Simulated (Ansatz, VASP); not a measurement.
Two plane-wave programs on Lu2SiNF2

```xyz
6
Lattice="3.9535 0.0000 0.0000 0.0000 3.9535 0.0000 0.0000 0.0000 6.5982" Properties=species:S:1:pos:R:3 pbc="T T T"
Lu    1.9767    0.0000    2.0996
Lu    0.0000    1.9767    4.4986
Si    0.0000    0.0000    0.0000
N     1.9767    1.9767    0.0000
F     1.9767    0.0000    5.4708
F     0.0000    1.9767    1.1274
```

Change from the starting cell: species swapped into the Nd2FeSi2Ru type (P-4m2, No. 115).

Alike in both runs: task single point; functional PBE; k mesh 4 × 4 × 4; occupations gaussian, width 0.1 eV; no spin polarisation.

```csv
,VASP,Ansatz
version,VASP 6.6.1,Ansatz 0.2.0
potentials or method,"VASP PAW PBE potentials, release 64 (Lu, Si, N, F), cutoff 520 eV","scalar-relativistic, plane waves, PAW"
valence electrons in the cell,73,73
```

```tsv
	VASP	Ansatz	Ansatz less VASP
gap on the k mesh at the Fermi level (eV)	none	none	-
pressure (GPa)	-2.6	-2.5	+0.05
traceless stress, the component that is largest in VASP (GPa)	1.84	1.83	-0.016
rms of the force components (eV/Å)	1.045	1.045	+0.0001
```

Atom by atom the forces differ by 0.004 eV/Å (rms over components). A gap of «none» marks a metal or a gap that the smearing closes.

The k mesh is coarse, so the values compare programs but aren't converged. Spin-orbit coupling is off throughout.
